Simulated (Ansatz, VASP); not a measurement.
**Se in VASP and in Ansatz**

File INCAR:

```
PREC = Accurate
ENCUT = 520
EDIFF = 1E-8
ISMEAR = 0
SIGMA = 0.01
LREAL = F
LASPH = T
NELM = 100
ALGO = Normal
ISIF = 2
LWAVE = F
LCHARG = F
LEFG = T
NBANDS = 16
```

KPOINTS

```
regular mesh
0
Gamma
  12 12 8
```

The input POSCAR:

```
Se
1.0
    3.9459353365      0.0000000000      0.0000000000
   -1.9729676683      3.4172802431      0.0000000000
    0.0000000000      0.0000000000      5.1203067058
Se
3
Direct
    0.2554982491      0.0000000000      0.1666666667
    0.0000000000      0.2554982491      0.8333333333
    0.7445017509      0.7445017509      0.5000000000
```

Input for Ansatz:

```yaml
crystal:
  lattice:
    - [3.9459353365, 0.0, 0.0]
    - [-1.9729676683, 3.4172802431, 0.0]
    - [0.0, 0.0, 5.1203067058]
  atoms:
    - { symbol: Se, position: [0.2554982491, 0.0, 0.1666666667] }
    - { symbol: Se, position: [0.0, 0.2554982491, 0.8333333333] }
    - { symbol: Se, position: [0.7445017509, 0.7445017509, 0.5] }
basis:
  ecutwfc: 420
kpoints:
  mp_grid: { grid: [12, 12, 8] }
hamiltonian:
  xc: lda
scf:
  occupations: { method: fixed }
output:
  forces: true
  stress: true
  eigenvalues: true
  efg: {}
  polarization: {}
checkpoint:
  read: start.run
  write: ck
  compress: false
  write_wavefunctions: false
  write_every: 100000
```

Alike in both runs: task electric field gradients; functional LDA; k mesh 12 × 12 × 8; no spin polarisation.

|  | VASP | Ansatz |
| --- | --- | --- |
| version | VASP 6.6.1 | Ansatz 0.2.0 |
| potentials or method | VASP PAW LDA potentials, release 64 (Se), cutoff 520 eV | scalar-relativistic, plane waves, PAW |
| occupations | gaussian, width 0.01 eV | fixed |
| valence electrons in the cell | 18 | 48 |

Ansatz gave:

| Quantity | Value |
| --- | --- |
| gap on the k mesh at the Fermi level (eV) | 0.28 |
| least direct gap on the mesh (eV) | 0.28 |
| pressure (GPa) | 0.0 |
| traceless stress, the component that is largest in VASP (GPa) | 0.00 |
| rms of the force components (eV/Å) | 0.000 |
| size of Vzz on the site where it differs most (V/Å²) | 428.6 |

**Question.** Which values does VASP return?

**Answer.** gap on the k mesh at the Fermi level (eV): 0.27; least direct gap on the mesh (eV): 0.27; pressure (GPa): 0.2; traceless stress, the component that is largest in VASP (GPa): 0.10; rms of the force components (eV/Å): 0.020; size of Vzz on the site where it differs most (V/Å²): 417.2.

LDA's correlation is that of Perdew and Zunger in VASP and of Perdew and Wang (1992) in Ansatz. Atom by atom the forces differ by 0.019 eV/Å (rms over components). VASP's potentials hold 18 valence electrons a cell and Ansatz's 48, so a difference there can come from the potentials and not from the codes.
